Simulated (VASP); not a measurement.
Wanted: the native input for a VASP 6.6.1 run.

| Item | Value |
| --- | --- |
| Task | single point |
| Functional | PBE |
| Potentials or basis | VASP PAW PBE potentials, release 64 (Si, O) |
| Cutoff | 520 eV |
| k mesh | 6 × 6 × 4 |
| Occupations | gaussian, width 0.02 eV |
| Spin | no spin polarisation |
| Dipole correction | no |
| Further INCAR settings | ALGO = Normal; EDIFF = 1e-06; NBANDS = 34 |

The structure of SiO2 lies in POSCAR:

```
SiO2
1.0
    5.0605222284      0.0000000000      0.0000000000
   -2.5302611142      4.3825408062      0.0000000000
    0.0000000000      0.0000000000      5.5413533100
Si O
3 6
Direct
    0.0000000000      0.5000000000      0.3333333333
    0.5000000000      0.5000000000      0.6666666667
    0.5000000000      0.0000000000      0.0000000000
    0.5827892600      0.7913946300      0.8333333333
    0.7913946300      0.5827892600      0.5000000000
    0.7913946300      0.2086053700      0.1666666667
    0.4172107400      0.2086053700      0.8333333333
    0.2086053700      0.4172107400      0.5000000000
    0.2086053700      0.7913946300      0.1666666667
```

These files were run (other wordings do the same):

INCAR

```
SYSTEM = SiO2
PREC = Accurate
ENCUT = 520
EDIFF = 1E-6
ISMEAR = 0
SIGMA = 0.02
LREAL = .FALSE.
LASPH = .TRUE.
NELM = 60
ALGO = Normal
ISIF = 2
LWAVE = .FALSE.
LCHARG = .FALSE.
GGA = PE
NBANDS = 34
```

KPOINTS

```
regular mesh
0
G
  6 6 4
  0 0 0
```

Potentials or basis: VASP PAW PBE potentials, release 64 (Si, O).

Command:

```bash
$ cat potpaw_PBE.64/Si/POTCAR potpaw_PBE.64/O/POTCAR > POTCAR
$ mpirun -np 1 vasp_std > vasp.out
```

It gave:

```json
{
 "Pressure": "5.1 GPa",
 "Largest force": "0.236 eV/Å",
 "Band gap on the k mesh": "5.72 eV, indirect (least direct gap 5.91 eV)"
}
```

Run time: 2.1 min on 1 thread of Intel Xeon 8259CL (shared host), peak memory 0.26 GiB.
